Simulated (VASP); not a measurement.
# Ca3Sb4 (Pm-3m) in VASP: notebook, part 2 of 2

VASP 6.6.1.

## (4) Single point, PBE

This run uses another cell than the first one, of 22.28 Å³/atom.

File INCAR:

```
PREC     = Accurate       # precision mode
ENCUT    = 520            # plane-wave cutoff, eV
EDIFF    = 1E-6           # SCF threshold, eV
ISMEAR   = 0              # smearing method
SIGMA    = 0.1            # smearing width, eV
LREAL    = False          # projectors in reciprocal space
LASPH    = True           # aspherical terms in the spheres
NELM     = 100            # most SCF steps
ALGO     = Normal         # electronic algorithm
ISIF     = 2              # what is computed and relaxed
LWAVE    = False          # write WAVECAR
LCHARG   = False          # write CHGCAR
GGA      = PE             # functional
NBANDS   = 34             # bands
```

File KPOINTS:

```
Automatic mesh
0
Gamma
  4 4 4
```

File POSCAR:

```
Ca3Sb4
1.0
    5.3825153700      0.0000000000      0.0000000000
    0.0000000000      5.3825153700      0.0000000000
    0.0000000000      0.0000000000      5.3825153700
Ca Sb
3 4
Direct
    0.5000000000      0.5000000000      0.0000000000
    0.0000000000      0.5000000000      0.5000000000
    0.5000000000      0.0000000000      0.5000000000
    0.5000000000      0.5000000000      0.5000000000
    0.5000000000      0.0000000000      0.0000000000
    0.0000000000      0.5000000000      0.0000000000
    0.0000000000      0.0000000000      0.5000000000
```

Potentials or basis: VASP PAW PBE potentials, release 64 (Ca_sv, Sb).

Launch:

```console
$ cat potpaw_PBE.64/Ca_sv/POTCAR potpaw_PBE.64/Sb/POTCAR > POTCAR
$ mpirun -np 1 vasp_std > vasp.out
```

OUTCAR:

```text
PREC = Accurate
   ENCUT = 520
   EDIFF = 1E-6
   ISMEAR = 0
   LREAL = False
   LASPH = True
   NELM = 100
   ISIF = 2
   GGA = PE

 ion  position               nearest neighbor table
   1  0.500  0.500  0.000-   4 2.69   5 2.69   6 2.69   4 2.69   5 2.69   6 2.69
   2  0.000  0.500  0.500-   4 2.69   6 2.69   7 2.69   6 2.69   7 2.69   4 2.69
   3  0.500  0.000  0.500-   4 2.69   5 2.69   7 2.69   5 2.69   4 2.69   7 2.69
   4  0.500  0.500  0.500-   1 2.69   2 2.69   3 2.69   1 2.69   3 2.69   2 2.69
   5  0.500  0.000  0.000-   1 2.69   3 2.69   3 2.69   1 2.69
   6  0.000  0.500  0.000-   1 2.69   2 2.69   2 2.69   1 2.69
   7  0.000  0.000  0.500-   2 2.69   3 2.69   2 2.69   3 2.69

  LATTYP: Found a simple cubic cell.
 ALAT       =     5.3825153700

  Lattice vectors:

 A1 = (   5.3825153700,   0.0000000000,   0.0000000000)
 A2 = (   0.0000000000,   5.3825153700,   0.0000000000)
 A3 = (   0.0000000000,   0.0000000000,   5.3825153700)

Analysis of symmetry for initial positions (statically):
=====================================================================
 Subroutine PRICEL returns:
 Original cell was already a primitive cell.

 Routine SETGRP: Setting up the symmetry group for a
 simple cubic supercell.

 Subroutine GETGRP returns: Found 48 space group operations
 (whereof 48 operations were pure point group operations)
 out of a pool of 48 trial point group operations.

The static configuration has the point symmetry O_h .

Analysis of symmetry for dynamics (positions and initial velocities):
=====================================================================
 Subroutine PRICEL returns:
 Original cell was already a primitive cell.

 Routine SETGRP: Setting up the symmetry group for a
 simple cubic supercell.

 Subroutine GETGRP returns: Found 48 space group operations
 (whereof 48 operations were pure point group operations)
 out of a pool of 48 trial point group operations.

The dynamic configuration has the point symmetry O_h .

 Subroutine INISYM returns: Found 48 space group operations
 (whereof 48 operations are pure point group operations),
 and found     1 'primitive' translations

----------------------------------------------------------------------------------------

                                     Primitive cell

  volume of cell :     155.9394

  direct lattice vectors                    reciprocal lattice vectors
     5.382515370  0.000000000  0.000000000     0.185786743  0.000000000  0.000000000
     0.000000000  5.382515370  0.000000000     0.000000000  0.185786743  0.000000000
     0.000000000  0.000000000  5.382515370     0.000000000  0.000000000  0.185786743

  length of vectors
     5.382515370  5.382515370  5.382515370     0.185786743  0.185786743  0.185786743

  position of ions in fractional coordinates (direct lattice)
     0.500000000  0.500000000  0.000000000
     0.000000000  0.500000000  0.500000000
     0.500000000  0.000000000  0.500000000
     0.500000000  0.500000000  0.500000000
     0.500000000  0.000000000  0.000000000
     0.000000000  0.500000000  0.000000000
     0.000000000  0.000000000  0.500000000

  ion indices of the primitive-cell ions
   primitive index   ion index
                 1           1
                 2           2
                 3           3
[... 36 lines left out ...]
  0.250000  0.250000  0.000000     12.000000
  0.500000  0.250000  0.000000     12.000000
  0.500000  0.500000  0.000000      3.000000
  0.250000  0.250000  0.250000      8.000000
  0.500000  0.250000  0.250000     12.000000
  0.500000  0.500000  0.250000      6.000000
  0.500000  0.500000  0.500000      1.000000
   k-points           NKPTS =     10   k-points in BZ     NKDIM =     10   number of bands    NBANDS=     34
   number of dos      NEDOS =    301   number of ions     NIONS =      7
   total plane-waves  NPLWV =  64000
   dimension x,y,z NGX =    40 NGY =   40 NGZ =   40
   dimension x,y,z NGXF=    80 NGYF=   80 NGZF=   80
   ions per type =               3   4
   NGX,Y,Z   is equivalent  to a cutoff of  12.35, 12.35, 12.35 a.u.
   NGXF,Y,Z  is equivalent  to a cutoff of  24.71, 24.71, 24.71 a.u.
 SYSTEM =  unknown system
   PREC   = accura    normal or accurate (medium, high low for compatibility)
   ISTART =      0    job   : 0-new  1-cont  2-samecut
   ICHARG =      2    charge: 1-file 2-atom 10-const
   ISPIN  =      1    spin polarized calculation?
   LNONCOLLINEAR =      F non collinear calculations
   LSORBIT =      F    spin-orbit coupling
   LASPH  =      T    aspherical Exc in radial PAW
   ENCUT  =  520.0 eV  38.22 Ry    6.18 a.u.  10.01 10.01 10.01*2*pi/ulx,y,z
   NELM   =    100;   NELMIN=  2; NELMDL= -5     # of ELM steps
   EDIFF  = 0.1E-05   stopping-criterion for ELM
   LREAL  =      F    real-space projection
   EDIFFG = 0.1E-04   stopping-criterion for IOM
   NSW    =      0    number of steps for IOM
   IBRION =     -1    ionic relax: 0-MD 1-quasi-New 2-CG
   NFREE  =      0    steps in history (QN), initial steepest desc. (CG)
   ISIF   =      2    stress and relaxation
   ISYM   =      2    0-nonsym 1-usesym 2-fastsym
   POTIM  = 0.5000    time-step for ionic-motion
   TEBEG  =    0.0;   TEEND  =   0.0 temperature during run
   PSTRESS=    0.0 pullay stress
   NELECT =      50.0000    total number of electrons
   NUPDOWN=      -1.0000    fix difference up-down
   EMIN   =  10.00;   EMAX   =-10.00  energy-range for DOS
   EFERMI =   0.00;   METHOD = LEGACY
   ISMEAR =     0;   SIGMA  =   0.10  broadening in eV -4-tet -1-fermi 0-gaus
   EFERMI_NEDOS =   21; number of points for ismear=-14 and -15
   IALGO  =     38    algorithm
   IMIX   =      4    mixing-type and parameters
     AMIX     =   0.40;   BMIX     =  1.00
     AMIX_MAG =   1.60;   BMIX_MAG =  1.00
  volume/ion in A,a.u.               =      22.28       150.33
  Fermi-wavevector in a.u.,A,eV,Ry     =   1.120503  2.117443 17.082471  1.255526
  Thomas-Fermi vector in A             =   2.257150
   LORBIT       =      0    0 simple, 1 ext, 2 COOP (PROOUT), +10 PAW based schemes
   GGA     = PE    functional components
   LHFCALC =     F    Hartree Fock is set to
   AEXX    =    0.0000 exact exchange contribution
   IVDW    =     0    specifies the selected vdW correction
   LEPSILON=     F    determine dielectric tensor
   LRPA    =     F    only Hartree local field effects (RPA)
 non-spin polarized calculation
 Gauss-broadening in eV      SIGMA  =   0.10
  energy-cutoff  :      520.00
  volume of cell :      155.94
 maximum number of plane-waves:      4224
   NGX = 21   NGY = 21   NGZ = 21

 number of electron      49.9999995 magnetization

 Free energy of the ion-electron system (eV)
  ---------------------------------------------------
  ext. energy  EPLUGINS =         0.00000000
  ---------------------------------------------------
  free energy    TOTEN  =       -17.00076472 eV

  energy without entropy =      -16.97481599  energy(sigma->0) =      -16.98779036

 E-fermi :   7.1044     XC(G=0): -10.4690

 val. band max:        6.9908448837   @ k =   0.2500   0.2500   0.0000
 cond. band min:       7.1542086333   @ k =   0.2500   0.2500   0.0000
 fundamental gap:      0.1633637496
 Fermi energy:         7.1043604359

 k-point     1 :       0.0000    0.0000    0.0000
  band No.  band energies     occupation
      1     -31.7747      2.00000
      2     -31.7333      2.00000
      3     -31.7333      2.00000
      4     -13.2161      2.00000
      5     -13.2161      2.00000
      6     -13.2161      2.00000
[... 359 lines left out ...]
     33      12.9033      0.00000
     34      13.0004      0.00000

------------------------ aborting loop because EDIFF is reached ----------------------------------------

  FORCE on cell =-STRESS in cart. coord.  units (eV):
  Direction    XX          YY          ZZ          XY          YZ          ZX
  --------------------------------------------------------------------------------------
  -------------------------------------------------------------------------------------
  Total       34.7885612     34.7885612     34.7885612      0.0000000     -0.0000000     -0.0000000
  in kB      357.4301750    357.4301750    357.4301750      0.0000000     -0.0000000     -0.0000000
  external PRESSURE =     357.4301750 kB  Pullay stress =       0.0000000 kB

 VOLUME and BASIS-vectors are now :
 -----------------------------------------------------------------------------
  energy-cutoff  :      520.00
  volume of cell :      155.94
      direct lattice vectors                 reciprocal lattice vectors
     5.382515370  0.000000000  0.000000000     0.185786743  0.000000000  0.000000000
     0.000000000  5.382515370  0.000000000     0.000000000  0.185786743  0.000000000
     0.000000000  0.000000000  5.382515370     0.000000000  0.000000000  0.185786743

 POSITION                                       TOTAL-FORCE (eV/Angst)
 -----------------------------------------------------------------------------------
      2.69126      2.69126      0.00000         0.000000      0.000000      0.000000
      0.00000      2.69126      2.69126         0.000000      0.000000      0.000000
      2.69126      0.00000      2.69126         0.000000      0.000000      0.000000
      2.69126      2.69126      2.69126         0.000000      0.000000      0.000000
      2.69126      0.00000      0.00000         0.000000      0.000000      0.000000
      0.00000      2.69126      0.00000         0.000000      0.000000      0.000000
      0.00000      0.00000      2.69126         0.000000      0.000000      0.000000
 -----------------------------------------------------------------------------------
    total drift:                                0.000000     -0.000000     -0.000000

  FREE ENERGIE OF THE ION-ELECTRON SYSTEM (eV)
  ---------------------------------------------------
  free  energy   TOTEN  =       -17.0007647200 eV

  energy  without entropy=      -16.9748159939  energy(sigma->0) =      -16.98779036
```

Run time: 23 s. Hardware: 1 thread of Intel Xeon 6975P-C (Granite Rapids), shared host; peak memory 0.25 GiB.

Results:

```yaml
Free_energy: -17.0008 eV
Pressure: 35.7 GPa
Band_gap_on_the_k_mesh: zero (bands 25 and 26 overlap by 1.38 eV)
```

Levels at points of the mesh, in eV from the Fermi level:
```tsv
k point	band 22	band 23	band 24	band 25	band 26	band 27	band 28	band 29
(0.00, 0.00, 0.00)	0.36	0.63	0.63	0.63	0.98	0.98	0.98	2.97
(0.50, 0.00, 0.00)	-1.64	-1.29	-0.45	0.84	0.84	1.17	1.17	1.42
(0.50, 0.50, 0.00)	-1.45	-0.96	-0.96	-0.52	-0.52	-0.52	2.20	4.47
(0.50, 0.50, 0.50)	-0.78	-0.78	-0.55	-0.55	-0.55	1.53	1.53	5.31
```

Caveat: the cell stands under pressure; spin-orbit coupling is left out, which moves the levels of the heavy elements.

## (5) The runs side by side

```tsv
task	cell	k mesh	cutoff (eV)	gap on the mesh (eV)	pressure (GPa)
single point	a = 6.302 Å, 7 atoms	6 × 6 × 6	520	none	0.1
relaxation of cell and atoms	relaxed from a = 6.302 Å, 7 atoms	6 × 6 × 6	600	none	0.0
single point	a = 5.383 Å, 7 atoms	4 × 4 × 4	520	none	35.7
```

Alike in all rows: level PBE; potentials or basis VASP PAW PBE potentials, release 64 (Ca_sv, Sb); no spin polarisation; smearing gaussian 0.1 eV.

Caveats: spin-orbit coupling is left out, which moves the levels of the heavy elements; the cell stands under pressure (at least some runs).

Absolute energies hang on the potentials; compare differences alone.
